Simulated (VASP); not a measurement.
# NiN2 (Fm-3m) in VASP: further runs

Runs on NiN2. Level: PBE. Tasks: single point, relaxation of cell and atoms.

All numbers are computed with VASP 6.6.1; they aren't measurements. Logs are shortened: lines on timing, memory, paths and dates and some standing lists are left out, and cuts for length are marked.

## (1) The cell of the first run

Symmetry: Fm-3m, No. 225, cubic system. The conventional cell has a = 4.657 Å, b = 4.657 Å, c = 4.657 Å, α = 90.00°, β = 90.00°, γ = 90.00°. Within 2.7 Å of Ni (site symmetry m-3m) lie 8 N at 2.02 Å. N (site symmetry -43m) has 4 Ni at 2.02 Å and 6 N at 2.33 Å within 2.7 Å.

## (2) Single point, PBE

Contents of INCAR:

```
SYSTEM = NiN2
ALGO     = Normal         ! electronic algorithm
EDIFF    = 1E-6           ! SCF threshold, eV
ENCUT    = 600            ! plane-wave cutoff, eV
GGA      = PE             ! functional
GGA_COMPAT= .False.      
ISIF     = 2              ! what is computed and relaxed
ISMEAR   = 0              ! smearing method
LASPH    = .True.         ! aspherical terms in the spheres
LCHARG   = .True.         ! write CHGCAR
LELF     = .True.         ! ELF
LREAL    = .False.        ! projectors in reciprocal space
LVHAR    = .True.       
LWAVE    = .False.        ! write WAVECAR
NBANDS   = 17             ! bands
NELM     = 120            ! most SCF steps
PREC     = Accurate       ! precision mode
SIGMA    = 0.1            ! smearing width, eV
```

Contents of KPOINTS:

```
k-points
0
Gamma
  6 6 6
  0 0 0
```

Contents of POSCAR:

```
NiN2
1.0
    0.0000000000      2.3286430234      2.3286430234
    2.3286430234      0.0000000000      2.3286430234
    2.3286430234      2.3286430234      0.0000000000
Ni N
1 2
Direct
    0.0000000000      0.0000000000      0.0000000000
    0.2500000000      0.2500000000      0.2500000000
    0.7500000000      0.7500000000      0.7500000000
```

Potentials or basis: VASP PAW PBE potentials, release 64 (Ni, N).

Launch:

```sh
> cat potpaw_PBE.64/Ni/POTCAR potpaw_PBE.64/N/POTCAR > POTCAR
> mpirun -np 1 vasp_std > vasp.out
```

OUTCAR:

```text
SYSTEM = NiN2
   EDIFF = 1E-6
   ENCUT = 600
   GGA = PE
   ISIF = 2
   ISMEAR = 0
   LASPH = .True.
   LREAL = .False.
   NELM = 120
   PREC = Accurate

 ion  position               nearest neighbor table
   1  0.000  0.000  0.000-   3 2.02   3 2.02   3 2.02   2 2.02   3 2.02   2 2.02   2 2.02   2 2.02

   2  0.250  0.250  0.250-   1 2.02   1 2.02   1 2.02   1 2.02
   3  0.750  0.750  0.750-   1 2.02   1 2.02   1 2.02   1 2.02

  LATTYP: Found a face centered cubic cell.
 ALAT       =     4.6572860468

  Lattice vectors:

 A1 = (   0.0000000000,   2.3286430234,   2.3286430234)
 A2 = (   2.3286430234,   0.0000000000,   2.3286430234)
 A3 = (   2.3286430234,   2.3286430234,   0.0000000000)

Analysis of symmetry for initial positions (statically):
=====================================================================
 Subroutine PRICEL returns:
 Original cell was already a primitive cell.

 Routine SETGRP: Setting up the symmetry group for a
 face centered cubic supercell.

 Subroutine GETGRP returns: Found 48 space group operations
 (whereof 48 operations were pure point group operations)
 out of a pool of 48 trial point group operations.

The static configuration has the point symmetry O_h .

Analysis of symmetry for dynamics (positions and initial velocities):
=====================================================================
 Subroutine PRICEL returns:
 Original cell was already a primitive cell.

 Routine SETGRP: Setting up the symmetry group for a
 face centered cubic supercell.

 Subroutine GETGRP returns: Found 48 space group operations
 (whereof 48 operations were pure point group operations)
 out of a pool of 48 trial point group operations.

The dynamic configuration has the point symmetry O_h .

 Subroutine INISYM returns: Found 48 space group operations
 (whereof 48 operations are pure point group operations),
 and found     1 'primitive' translations

----------------------------------------------------------------------------------------

                                     Primitive cell

  volume of cell :      25.2545

  direct lattice vectors                    reciprocal lattice vectors
     0.000000000  2.328643023  2.328643023    -0.214717325  0.214717325  0.214717325
     2.328643023  0.000000000  2.328643023     0.214717325 -0.214717325  0.214717325
     2.328643023  2.328643023  0.000000000     0.214717325  0.214717325 -0.214717325

  length of vectors
     3.293198546  3.293198546  3.293198546     0.371901316  0.371901316  0.371901316

  position of ions in fractional coordinates (direct lattice)
     0.000000000  0.000000000  0.000000000
     0.250000000  0.250000000  0.250000000
     0.750000000  0.750000000  0.750000000

  ion indices of the primitive-cell ions
   primitive index   ion index
                 1           1
                 2           2
                 3           3

----------------------------------------------------------------------------------------

 KPOINTS: k-points

Automatic generation of k-mesh.
 Grid dimensions read from file:
 generate k-points for:    6    6    6

 Generating k-lattice:

  Cartesian coordinates                     Fractional coordinates (reciprocal lattice)
    -0.035786221  0.035786221  0.035786221     0.166666667  0.000000000  0.000000000
     0.035786221 -0.035786221  0.035786221     0.000000000  0.166666667  0.000000000
     0.035786221  0.035786221 -0.035786221     0.000000000  0.000000000  0.166666667

  Length of vectors
     0.061983553  0.061983553  0.061983553

  Shift w.r.t. Gamma in fractional coordinates (k-lattice)
     0.000000000  0.000000000  0.000000000

 Subroutine IBZKPT returns following result:
 ===========================================

 Found     16 irreducible k-points:

 Following reciprocal coordinates:
            Coordinates               Weight
  0.000000  0.000000  0.000000      1.000000
  0.166667  0.000000  0.000000      8.000000
  0.333333  0.000000  0.000000      8.000000
  0.500000  0.000000  0.000000      4.000000
  0.166667  0.166667  0.000000      6.000000
  0.333333  0.166667  0.000000     24.000000
[... 8 lines left out ...]
 -0.333333  0.333333  0.166667     24.000000
 -0.333333  0.500000  0.166667     12.000000
   k-points           NKPTS =     16   k-points in BZ     NKDIM =     16   number of bands    NBANDS=     17
   number of dos      NEDOS =    301   number of ions     NIONS =      3
   total plane-waves  NPLWV =  21952
   dimension x,y,z NGX =    28 NGY =   28 NGZ =   28
   dimension x,y,z NGXF=    56 NGYF=   56 NGZF=   56
   ions per type =               1   2
   NGX,Y,Z   is equivalent  to a cutoff of  14.13, 14.13, 14.13 a.u.
   NGXF,Y,Z  is equivalent  to a cutoff of  28.27, 28.27, 28.27 a.u.
 SYSTEM =  NiN2
   PREC   = accura    normal or accurate (medium, high low for compatibility)
   ISTART =      0    job   : 0-new  1-cont  2-samecut
   ICHARG =      2    charge: 1-file 2-atom 10-const
   ISPIN  =      1    spin polarized calculation?
   LNONCOLLINEAR =      F non collinear calculations
   LSORBIT =      F    spin-orbit coupling
   LASPH  =      T    aspherical Exc in radial PAW
   ENCUT  =  600.0 eV  44.10 Ry    6.64 a.u.   6.58  6.58  6.58*2*pi/ulx,y,z
   NELM   =    120;   NELMIN=  2; NELMDL= -5     # of ELM steps
   EDIFF  = 0.1E-05   stopping-criterion for ELM
   LREAL  =      F    real-space projection
   EDIFFG = 0.1E-04   stopping-criterion for IOM
   NSW    =      0    number of steps for IOM
   IBRION =     -1    ionic relax: 0-MD 1-quasi-New 2-CG
   NFREE  =      0    steps in history (QN), initial steepest desc. (CG)
   ISIF   =      2    stress and relaxation
   ISYM   =      2    0-nonsym 1-usesym 2-fastsym
   POTIM  = 0.5000    time-step for ionic-motion
   TEBEG  =    0.0;   TEEND  =   0.0 temperature during run
   PSTRESS=    0.0 pullay stress
   NELECT =      20.0000    total number of electrons
   NUPDOWN=      -1.0000    fix difference up-down
   EMIN   =  10.00;   EMAX   =-10.00  energy-range for DOS
   EFERMI =   0.00;   METHOD = LEGACY
   ISMEAR =     0;   SIGMA  =   0.10  broadening in eV -4-tet -1-fermi 0-gaus
   EFERMI_NEDOS =   21; number of points for ismear=-14 and -15
   IALGO  =     38    algorithm
   IMIX   =      4    mixing-type and parameters
     AMIX     =   0.40;   BMIX     =  1.00
     AMIX_MAG =   1.60;   BMIX_MAG =  1.00
  volume/ion in A,a.u.               =       8.42        56.81
  Fermi-wavevector in a.u.,A,eV,Ry     =   1.514625  2.862227 31.212992  2.294090
  Thomas-Fermi vector in A             =   2.624258
   LORBIT       =      0    0 simple, 1 ext, 2 COOP (PROOUT), +10 PAW based schemes
   GGA     = PE    functional components
   LHFCALC =     F    Hartree Fock is set to
   AEXX    =    0.0000 exact exchange contribution
   IVDW    =     0    specifies the selected vdW correction
   LEPSILON=     F    determine dielectric tensor
   LRPA    =     F    only Hartree local field effects (RPA)
 non-spin polarized calculation
 Gauss-broadening in eV      SIGMA  =   0.10
  energy-cutoff  :      600.00
  volume of cell :       25.25
 maximum number of plane-waves:       869
 NGX is ok and might be reduce to    28
   NGX = 13   NGY = 13   NGZ = 13

 number of electron      20.0000002 magnetization

 Free energy of the ion-electron system (eV)
  ---------------------------------------------------
  ext. energy  EPLUGINS =         0.00000000
  ---------------------------------------------------
  free energy    TOTEN  =       -17.93418927 eV

  energy without entropy =      -17.93114344  energy(sigma->0) =      -17.93266635

 E-fermi :   7.3738     XC(G=0): -12.6608

 val. band max:        7.2859977028   @ k =   0.1667   0.0000   0.0000
 cond. band min:       7.4978329754   @ k =   0.3333   0.0000   0.0000
 fundamental gap:      0.2118352726
 Fermi energy:         7.3737841271

 k-point     1 :       0.0000    0.0000    0.0000
  band No.  band energies     occupation
      1     -10.7263      2.00000
      2      -3.0974      2.00000
      3       0.9992      2.00000
      4       0.9992      2.00000
      5       0.9992      2.00000
      6       4.6683      2.00000
[... 9 lines left out ...]
     16      18.7317      0.00000
     17      18.7317      0.00000

 k-point     2 :       0.1667    0.0000    0.0000
  band No.  band energies     occupation
      1     -10.3177      2.00000
      2      -4.0631      2.00000
      3       1.2130      2.00000
      4       1.2130      2.00000
      5       2.1268      2.00000
      6       4.4787      2.00000
[... 9 lines left out ...]
     16      19.7097      0.00000
     17      19.7097      0.00000

 k-point     3 :       0.3333    0.0000    0.0000
  band No.  band energies     occupation
      1      -9.1815      2.00000
      2      -5.7537      2.00000
      3       1.6879      2.00000
      4       1.6879      2.00000
      5       4.0020      2.00000
      6       4.3217      2.00000
[... 9 lines left out ...]
     16      22.1924      0.00000
     17      22.1924      0.00000

 k-point     4 :       0.5000    0.0000    0.0000
  band No.  band energies     occupation
      1      -7.7817      2.00000
      2      -7.3038      2.00000
      3       1.9383      2.00000
      4       1.9383      2.00000
      5       3.6656      2.00000
      6       4.8017      2.00000
[... 9 lines left out ...]
     16      24.3816      0.00000
     17      24.3817      0.00000

 k-point     5 :       0.1667    0.1667    0.0000
  band No.  band energies     occupation
      1     -10.1856      2.00000
      2      -4.2044      2.00000
      3       1.1255      2.00000
      4       1.1255      2.00000
      5       2.6848      2.00000
      6       3.7670      2.00000
[... 9 lines left out ...]
     16      20.6724      0.00000
     17      20.6724      0.00000

 k-point     6 :       0.3333    0.1667    0.0000
  band No.  band energies     occupation
      1      -9.3091      2.00000
      2      -5.3409      2.00000
      3       1.4378      2.00000
      4       1.4403      2.00000
      5       2.7139      2.00000
      6       4.2520      2.00000
[... 9 lines left out ...]
     16      22.4979      0.00000
     17      22.9334      0.00000

 k-point     7 :       0.5000    0.1667    0.0000
  band No.  band energies     occupation
      1      -7.9361      2.00000
      2      -6.8105      2.00000
      3       1.2889      2.00000
      4       1.9466      2.00000
      5       2.4405      2.00000
      6       4.3216      2.00000
[... 9 lines left out ...]
     16      24.2328      0.00000
     17      25.1107      0.00000

 k-point     8 :      -0.3333    0.1667    0.0000
  band No.  band energies     occupation
      1      -8.4078      2.00000
      2      -6.3695      2.00000
      3       1.0259      2.00000
      4       2.2645      2.00000
      5       3.1018      2.00000
      6       3.5235      2.00000
[... 9 lines left out ...]
     16      23.1169      0.00000
     17      24.2782      0.00000
[... 43 lines left out ...]
      1      -7.8547      2.00000
      2      -6.2032      2.00000
      3      -0.1813      2.00000
      4       1.7845      2.00000
      5       1.9931      2.00000
      6       4.0560      2.00000
[... 9 lines left out ...]
     16      24.1939      0.00000
     17      26.1326      0.00000

 k-point    12 :      -0.3333    0.3333    0.0000
  band No.  band energies     occupation
      1      -7.2640      2.00000
      2      -7.0086      2.00000
      3       0.0384      2.00000
      4       1.9206      2.00000
      5       2.5749      2.00000
      6       3.2160      2.00000
[... 9 lines left out ...]
     16      24.5927      0.00000
     17      25.5080      0.00000

 k-point    13 :       0.5000    0.5000    0.0000
  band No.  band energies     occupation
      1      -7.7226      2.00000
      2      -5.9848      2.00000
      3      -0.9582      2.00000
      4       2.0367      2.00000
      5       2.0367      2.00000
      6       3.8965      2.00000
[... 9 lines left out ...]
     16      22.9036      0.00000
     17      27.4665      0.00000

 k-point    14 :       0.5000    0.3333    0.1667
  band No.  band energies     occupation
      1      -8.3445      2.00000
      2      -6.1051      2.00000
      3       0.8730      2.00000
      4       1.4463      2.00000
      5       2.3200      2.00000
      6       4.0031      2.00000
[... 9 lines left out ...]
     16      24.3672      0.00000
     17      24.8999      0.00000

 k-point    15 :      -0.3333    0.3333    0.1667
  band No.  band energies     occupation
      1      -7.2112      2.00000
      2      -7.0687      2.00000
      3       0.5660      2.00000
      4       0.8777      2.00000
      5       2.8961      2.00000
      6       3.5965      2.00000
[... 9 lines left out ...]
     16      24.8245      0.00000
     17      25.2736      0.00000

 k-point    16 :      -0.3333    0.5000    0.1667
  band No.  band energies     occupation
      1      -7.3750      2.00000
      2      -6.5295      2.00000
      3      -0.4049      2.00000
      4       1.0023      2.00000
      5       2.8391      2.00000
      6       3.7094      2.00000
[... 9 lines left out ...]
     16      24.0051      0.00000
     17      26.0305      0.00000

------------------------ aborting loop because EDIFF is reached ----------------------------------------

  FORCE on cell =-STRESS in cart. coord.  units (eV):
  Direction    XX          YY          ZZ          XY          YZ          ZX
  --------------------------------------------------------------------------------------
  -------------------------------------------------------------------------------------
  Total       -0.0103697     -0.0103697     -0.0103697     -0.0000000      0.0000000     -0.0000000
  in kB       -0.6578666     -0.6578666     -0.6578666     -0.0000000      0.0000000     -0.0000000
  external PRESSURE =      -0.6578666 kB  Pullay stress =       0.0000000 kB

 VOLUME and BASIS-vectors are now :
 -----------------------------------------------------------------------------
  energy-cutoff  :      600.00
  volume of cell :       25.25
      direct lattice vectors                 reciprocal lattice vectors
     0.000000000  2.328643023  2.328643023    -0.214717325  0.214717325  0.214717325
     2.328643023  0.000000000  2.328643023     0.214717325 -0.214717325  0.214717325
     2.328643023  2.328643023  0.000000000     0.214717325  0.214717325 -0.214717325

 POSITION                                       TOTAL-FORCE (eV/Angst)
 -----------------------------------------------------------------------------------
      0.00000      0.00000      0.00000        -0.000000     -0.000000      0.000000
      1.16432      1.16432      1.16432        -0.000000      0.000000     -0.000000
      3.49296      3.49296      3.49296         0.000000      0.000000     -0.000000
 -----------------------------------------------------------------------------------
    total drift:                               -0.000000     -0.000000      0.000000

  FREE ENERGIE OF THE ION-ELECTRON SYSTEM (eV)
  ---------------------------------------------------
  free  energy   TOTEN  =       -17.9341892667 eV

  energy  without entropy=      -17.9311434419  energy(sigma->0) =      -17.93266635
```

Run time: 35 s. Hardware: 1 thread of Intel Xeon 8259CL, shared host; peak memory 0.15 GiB.

Results:

```yaml
Free_energy: -17.9342 eV
Pressure: -0.1 GPa
Band_gap_on_the_k_mesh: zero (bands 10 and 11 overlap by 0.98 eV)
```

Caveat: the k points lie up to 0.39 Å⁻¹ apart, too coarse for converged energies and pressures of a metal; the run has no spin polarisation, though such a crystal can be magnetic. Spin polarisation is off, so any magnetic state and its effect on volume and gap are missing.

[end of part 1 of 3]

The gap in the log of VASP goes by the Fermi energy; the results here count the filled bands.